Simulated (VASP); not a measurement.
# LiF (P6_3mc) in VASP: notebook, part 2 of 2

VASP 6.6.1. Earlier steps stand in the parts before.

## 5. Single point, PBEsol+D3(BJ)

This run uses another cell than the first one, of 9.51 Å³/atom.

File INCAR:

```
ALGO = Normal ; EDIFF = 1E-7
ENCUT = 520 ; GGA = PS
ISIF = 2 ; ISMEAR = 0
IVDW = 12 ; LASPH = T
LCHARG = F ; LREAL = F
LWAVE = F ; NBANDS = 18
NELM = 100 ; PREC = Accurate
SIGMA = 0.01
```

File KPOINTS:

```
k-points
0
Gamma
  6 6 4
```

File POSCAR:

```
LiF
1.0
    3.0352165990      0.0000000000      0.0000000000
   -1.5176082995      2.6285748795      0.0000000000
    0.0000000000      0.0000000000      4.7669254009
Li F
2 2
Direct
    0.3333333333      0.6666666667      0.3811540000
    0.6666666667      0.3333333333      0.8811540000
    0.3333333333      0.6666666667      0.9938440000
    0.6666666667      0.3333333333      0.4938440000
```

The run is started by

```bash
$ cat potpaw_PBE.64/Li_sv/POTCAR potpaw_PBE.64/F/POTCAR > POTCAR
$ mpirun -np 1 vasp_std > vasp.out
```

Run time: 12 s. Hardware: 1 thread of Intel Xeon 8259CL, shared host; peak memory 0.16 GiB.

The run converged. Its results:

```yaml
Free_energy: -20.0769 eV
Band_gap_on_the_k_mesh: 7.87 eV
Dispersion_energy_per_atom: -0.124 eV
```

Forces on the atoms (eV/Å):
```
Li   0.000  0.000  0.003
Li   0.000  0.000  0.003
F    0.000  0.000 -0.003
F    0.000  0.000 -0.003
```

Levels at points of the mesh, in eV from the valence-band top:
```tsv
k point	band 8	band 9	band 10	band 11	band 12	band 13
(0.00, 0.00, 0.00)	-0.16	-0.16	0.00	7.87	12.19	15.56
(0.50, 0.00, 0.00)	-1.07	-0.58	-0.41	11.30	12.26	15.07
(0.00, 0.00, 0.50)	-0.33	-0.33	-0.33	9.59	9.59	17.86
(0.50, 0.00, 0.50)	-0.75	-0.60	-0.60	11.22	11.22	15.10
```

Caveat: the cutoff is under 1.25 times the usual one of these potentials, so pressure, stress and relaxed cells hold a basis-set (Pulay) error; three body term missing; the PAW data sets were made with another functional, which shifts forces and pressure a little. A k mesh can miss the band edges.

## 6. Single point, PBEsol+D3(BJ)

This run uses another cell than the first one, of 9.75 Å³/atom.

File INCAR:

```
  PREC = Accurate
  ENCUT = 520
  EDIFF = 1E-6
  ISMEAR = 0
  SIGMA = 0.01
  LREAL = F
  LASPH = T
  NELM = 80
  ALGO = Normal
  ISIF = 2
  LWAVE = F
  LCHARG = F
  GGA = PS
  IVDW = 12
  NBANDS = 18
```

File KPOINTS:

```
regular mesh
0
Gamma
  6 6 4
```

File POSCAR:

```
LiF
1.0
    3.0609400000      0.0000000000      0.0000000000
   -1.5304700000      2.6508520000      0.0000000000
    0.0000000000      0.0000000000      4.8073250000
Li F
2 2
Direct
    0.3333333333      0.6666666667      0.3811540000
    0.6666666667      0.3333333333      0.8811540000
    0.3333333333      0.6666666667      0.9938440000
    0.6666666667      0.3333333333      0.4938440000
```

Potentials or basis: VASP PAW PBE potentials, release 64 (Li_sv, F).

The run is started by

```bash
$ cat potpaw_PBE.64/Li_sv/POTCAR potpaw_PBE.64/F/POTCAR > POTCAR
$ mpirun -np 1 vasp_std > vasp.out
```

OUTCAR:

```text
PREC = Accurate
   ENCUT = 520
   EDIFF = 1E-6
   ISMEAR = 0
   LREAL = F
   LASPH = T
   NELM = 80
   ISIF = 2
   GGA = PS
   IVDW = 12
 IVDW          = 12

 ion  position               nearest neighbor table
   1  0.333  0.667  0.381-   4 1.85   4 1.85   4 1.85   3 1.86
   2  0.667  0.333  0.881-   3 1.85   3 1.85   3 1.85   4 1.86
   3  0.333  0.667  0.994-   2 1.85   2 1.85   2 1.85   1 1.86
   4  0.667  0.333  0.494-   1 1.85   1 1.85   1 1.85   2 1.86

  LATTYP: Found a hexagonal cell.
 ALAT       =     3.0609400000
 C/A-ratio  =     1.5705387887

  Lattice vectors:

 A1 = (   3.0609400000,   0.0000000000,   0.0000000000)
 A2 = (  -1.5304700000,   2.6508520000,   0.0000000000)
 A3 = (   0.0000000000,   0.0000000000,   4.8073250000)

Analysis of symmetry for initial positions (statically):
=====================================================================
 Subroutine PRICEL returns:
 Original cell was already a primitive cell.

 Routine SETGRP: Setting up the symmetry group for a
 hexagonal supercell.

 Subroutine GETGRP returns: Found 12 space group operations
 (whereof  6 operations were pure point group operations)
 out of a pool of 24 trial point group operations.

The static configuration has the point symmetry C_3v.
 The point group associated with its full space group is C_6v.

Analysis of symmetry for dynamics (positions and initial velocities):
=====================================================================
 Subroutine PRICEL returns:
 Original cell was already a primitive cell.

 Routine SETGRP: Setting up the symmetry group for a
 hexagonal supercell.

 Subroutine GETGRP returns: Found 12 space group operations
 (whereof  6 operations were pure point group operations)
 out of a pool of 24 trial point group operations.

The dynamic configuration has the point symmetry C_3v.
 The point group associated with its full space group is C_6v.

 Subroutine INISYM returns: Found 12 space group operations
 (whereof  6 operations are pure point group operations),
 and found     1 'primitive' translations

----------------------------------------------------------------------------------------

                                     Primitive cell

  volume of cell :      39.0071

  direct lattice vectors                    reciprocal lattice vectors
     3.060940000  0.000000000  0.000000000     0.326697028  0.188618603  0.000000000
    -1.530470000  2.650852000  0.000000000     0.000000000  0.377237205  0.000000000
     0.000000000  0.000000000  4.807325000     0.000000000  0.000000000  0.208015892

  length of vectors
     3.060940000  3.060940174  4.807325000     0.377237227  0.377237205  0.208015892

  position of ions in fractional coordinates (direct lattice)
     0.333333333  0.666666667  0.381154000
     0.666666667  0.333333333  0.881154000
     0.333333333  0.666666667  0.993844000
     0.666666667  0.333333333  0.493844000

  ion indices of the primitive-cell ions
   primitive index   ion index
                 1           1
                 2           2
                 3           3
                 4           4

[... 21 lines left out ...]
 Subroutine IBZKPT returns following result:
 ===========================================

 Found     21 irreducible k-points:

 Following reciprocal coordinates:
            Coordinates               Weight
  0.000000  0.000000  0.000000      1.000000
  0.166667  0.000000  0.000000      6.000000
  0.333333  0.000000  0.000000      6.000000
  0.500000 -0.000000  0.000000      3.000000
  0.166667  0.166667  0.000000      6.000000
  0.333333  0.166667  0.000000     12.000000
[... 13 lines left out ...]
  0.333333  0.166667  0.500000     12.000000
  0.333333  0.333333  0.500000      2.000000
   k-points           NKPTS =     21   k-points in BZ     NKDIM =     21   number of bands    NBANDS=     18
   number of dos      NEDOS =    301   number of ions     NIONS =      4
   total plane-waves  NPLWV =  20736
   dimension x,y,z NGX =    24 NGY =   24 NGZ =   36
   dimension x,y,z NGXF=    48 NGYF=   48 NGZF=   72
   ions per type =               2   2
   NGX,Y,Z   is equivalent  to a cutoff of  13.03, 13.03, 12.45 a.u.
   NGXF,Y,Z  is equivalent  to a cutoff of  26.07, 26.07, 24.90 a.u.
 SYSTEM =  unknown system
   PREC   = accura    normal or accurate (medium, high low for compatibility)
   ISTART =      0    job   : 0-new  1-cont  2-samecut
   ICHARG =      2    charge: 1-file 2-atom 10-const
   ISPIN  =      1    spin polarized calculation?
   LNONCOLLINEAR =      F non collinear calculations
   LSORBIT =      F    spin-orbit coupling
   LASPH  =      T    aspherical Exc in radial PAW
   ENCUT  =  520.0 eV  38.22 Ry    6.18 a.u.   5.69  5.69  8.94*2*pi/ulx,y,z
   NELM   =     80;   NELMIN=  2; NELMDL= -5     # of ELM steps
   EDIFF  = 0.1E-05   stopping-criterion for ELM
   LREAL  =      F    real-space projection
   EDIFFG = 0.1E-04   stopping-criterion for IOM
   NSW    =      0    number of steps for IOM
   IBRION =     -1    ionic relax: 0-MD 1-quasi-New 2-CG
   NFREE  =      0    steps in history (QN), initial steepest desc. (CG)
   ISIF   =      2    stress and relaxation
   ISYM   =      2    0-nonsym 1-usesym 2-fastsym
   POTIM  = 0.5000    time-step for ionic-motion
   TEBEG  =    0.0;   TEEND  =   0.0 temperature during run
   PSTRESS=    0.0 pullay stress
   NELECT =      20.0000    total number of electrons
   NUPDOWN=      -1.0000    fix difference up-down
   EMIN   =  10.00;   EMAX   =-10.00  energy-range for DOS
   EFERMI =   0.00;   METHOD = LEGACY
   ISMEAR =     0;   SIGMA  =   0.01  broadening in eV -4-tet -1-fermi 0-gaus
   EFERMI_NEDOS =   21; number of points for ismear=-14 and -15
   IALGO  =     38    algorithm
   IMIX   =      4    mixing-type and parameters
     AMIX     =   0.40;   BMIX     =  1.00
     AMIX_MAG =   1.60;   BMIX_MAG =  1.00
  volume/ion in A,a.u.               =       9.75        65.81
  Fermi-wavevector in a.u.,A,eV,Ry     =   1.310298  2.476105 23.359599  1.716882
  Thomas-Fermi vector in A             =   2.440838
   LORBIT       =      0    0 simple, 1 ext, 2 COOP (PROOUT), +10 PAW based schemes
   GGA     = PS    functional components
   LHFCALC =     F    Hartree Fock is set to
   AEXX    =    0.0000 exact exchange contribution
   IVDW    =    12    specifies the selected vdW correction
   LEPSILON=     F    determine dielectric tensor
   LRPA    =     F    only Hartree local field effects (RPA)
 non-spin polarized calculation
 Gauss-broadening in eV      SIGMA  =   0.01
  energy-cutoff  :      520.00
  volume of cell :       39.01
 maximum number of plane-waves:      1085
 NGX is ok and might be reduce to    24
   NGX = 11   NGY = 11   NGZ = 17

 number of electron      20.0000020 magnetization

 Free energy of the ion-electron system (eV)
  ---------------------------------------------------
  ext. energy  EPLUGINS =         0.00000000
  ---------------------------------------------------
  free energy    TOTEN  =       -19.59892871 eV

  energy without entropy =      -19.59892871  energy(sigma->0) =      -19.59892871

 E-fermi :  -2.3119     XC(G=0):  -9.1148

 val. band max:       -2.4644715679   @ k =   0.0000   0.0000   0.0000
 cond. band min:       5.2711124146   @ k =   0.0000   0.0000   0.0000
 fundamental gap:      7.7355839825
 Fermi energy:        -2.3118633741

 k-point     1 :       0.0000    0.0000    0.0000
  band No.  band energies     occupation
      1     -42.1780      2.00000
      2     -42.1300      2.00000
      3     -21.8115      2.00000
      4     -21.5676      2.00000
      5      -4.7138      2.00000
      6      -2.9428      2.00000
[... 418 lines left out ...]
      5      -4.0879      2.00000
      6      -4.0879      2.00000
[... 10 lines left out ...]
     17      18.7944      0.00000
     18      18.7944      0.00000

------------------------ aborting loop because EDIFF is reached ----------------------------------------

 Edisp (eV)   -0.48171

 E8    (eV) :    -0.2845

  FORCE on cell =-STRESS in cart. coord.  units (eV):
  Direction    XX          YY          ZZ          XY          YZ          ZX
  --------------------------------------------------------------------------------------
  -------------------------------------------------------------------------------------
  Total      -0.10419    -0.10419    -0.24987     0.00000     0.00000     0.00000
  in kB      -4.27966    -4.27966   -10.26317     0.00000     0.00000     0.00000
  external pressure =       -6.27 kB  Pullay stress =        0.00 kB

 VOLUME and BASIS-vectors are now :
 -----------------------------------------------------------------------------
  energy-cutoff  :      520.00
  volume of cell :       39.01
      direct lattice vectors                 reciprocal lattice vectors
     3.060940000  0.000000000  0.000000000     0.326697028  0.188618603  0.000000000
    -1.530470000  2.650852000  0.000000000     0.000000000  0.377237205  0.000000000
     0.000000000  0.000000000  4.807325000     0.000000000  0.000000000  0.208015892

 POSITION                                       TOTAL-FORCE (eV/Angst)
 -----------------------------------------------------------------------------------
     -0.00000      1.76723      1.83233         0.000000     -0.000000     -0.000519
      1.53047      0.88362      4.23599        -0.000000      0.000000     -0.000519
     -0.00000      1.76723      4.77773        -0.000000     -0.000000      0.000519
      1.53047      0.88362      2.37407         0.000000     -0.000000      0.000519
 -----------------------------------------------------------------------------------
    total drift:                                0.000001      0.000001     -0.004140

  FREE ENERGIE OF THE ION-ELECTRON SYSTEM (eV)
  ---------------------------------------------------
  free  energy   TOTEN  =       -20.0806416321 eV

  energy  without entropy=      -20.0806416321  energy(sigma->0) =      -20.08064163
```

OSZICAR:

```text
N       E                     dE             d eps       ncg     rms          rms(c)
DAV:   1     0.119868587579E+03    0.11987E+03   -0.10903E+04   756   0.120E+03
DAV:   2    -0.108317993193E+02   -0.13070E+03   -0.12791E+03   880   0.301E+02
DAV:   3    -0.206860161055E+02   -0.98542E+01   -0.97979E+01  1382   0.620E+01
DAV:   4    -0.208248747635E+02   -0.13886E+00   -0.13852E+00   970   0.781E+00
DAV:   5    -0.208260769708E+02   -0.12022E-02   -0.12020E-02   972   0.725E-01    0.672E+00
DAV:   6    -0.195606955684E+02    0.12654E+01   -0.32837E+00   792   0.139E+01    0.225E+00
DAV:   7    -0.195722020344E+02   -0.11506E-01   -0.10728E-01   874   0.233E+00    0.145E+00
DAV:   8    -0.195992018930E+02   -0.27000E-01   -0.52972E-02   938   0.225E+00    0.347E-01
DAV:   9    -0.195981552213E+02    0.10467E-02   -0.62263E-03   956   0.682E-01    0.955E-02
DAV:  10    -0.195989354647E+02   -0.78024E-03   -0.10077E-03   824   0.226E-01    0.381E-02
DAV:  11    -0.195989269585E+02    0.85063E-05   -0.42733E-05  1080   0.590E-02    0.864E-03
DAV:  12    -0.195989285905E+02   -0.16320E-05   -0.53456E-06   838   0.199E-02    0.331E-03
DAV:  13    -0.195989287096E+02   -0.11906E-06   -0.38627E-07   728   0.523E-03
   1 F= -.20080642E+02 E0= -.20080642E+02  d E =-.281247-105
```

stdout:

```text
POSCAR found type information on POSCAR LiF
 POSCAR found :  2 types and       4 ions
 scaLAPACK will be used
 -----------------------------------------------------------------------------
|                                                                             |
|                                                                             |
|     You enforced a specific xc type in the INCAR file but a different       |
|     I HOPE YOU KNOW WHAT YOU ARE DOING!                                     |
|                                                                             |
 -----------------------------------------------------------------------------

 LDA part: xc-table for (Slater+PW92), standard interpolation
 POSCAR, INCAR and KPOINTS ok, starting setup
 FFT: planning ... GRIDC
 FFT: planning ... GRID_SOFT
 FFT: planning ... GRID
 WAVECAR not read
 entering main loop
```

It took 12 s on 1 thread of Intel Xeon 8259CL, shared host; peak memory 0.16 GiB.

Results:

```
Free energy                : -20.0806 eV
Band gap on the k mesh     : 7.74 eV
Dispersion energy per atom : -0.120 eV
```

Levels at points of the mesh, in eV from the valence-band top:
```tsv
k point	band 8	band 9	band 10	band 11	band 12	band 13
(0.00, 0.00, 0.00)	-0.15	-0.15	0.00	7.74	12.02	15.31
(0.50, 0.00, 0.00)	-1.03	-0.56	-0.39	11.17	12.13	14.85
(0.00, 0.00, 0.50)	-0.32	-0.32	-0.32	9.44	9.44	17.64
(0.50, 0.00, 0.50)	-0.72	-0.58	-0.58	11.11	11.11	14.90
```

Caveat: the cutoff is under 1.25 times the usual one of these potentials, so pressure, stress and relaxed cells hold a basis-set (Pulay) error; three body term missing; the PAW data sets were made with another functional, which shifts forces and pressure a little. A k mesh can miss the band edges.

## 7. Overview

| cell | gap on the mesh (eV) | largest force (eV/Å) |
| --- | --- | --- |
| a = 2.955, b = 2.955, c = 4.641 Å, angles 90.0, 90.0, 120.0°, 4 atoms | 8.32 | 0.01 |
| a = 2.982, b = 2.982, c = 4.684 Å, angles 90.0, 90.0, 120.0°, 4 atoms | 8.16 | 0.01 |
| a = 3.009, b = 3.009, c = 4.726 Å, angles 90.0, 90.0, 120.0°, 4 atoms | 8.01 | 0.01 |
| a = 3.035, b = 3.035, c = 4.767 Å, angles 90.0, 90.0, 120.0°, 4 atoms | 7.87 | - |
| a = 3.061, b = 3.061, c = 4.807 Å, angles 90.0, 90.0, 120.0°, 4 atoms | 7.74 | - |

Alike in all rows: task single point; level PBEsol+D3(BJ); potentials or basis VASP PAW PBE potentials, release 64 (Li_sv, F); no spin polarisation; k mesh 6 × 6 × 4; cutoff (eV) 520; smearing gaussian 0.01 eV.

Caveats: the cutoff is under 1.25 times the usual one of these potentials, so pressure, stress and relaxed cells hold a basis-set (Pulay) error; three body term missing; the PAW data sets were made with another functional, which shifts forces and pressure a little.

Absolute energies hang on the potentials; compare differences alone.
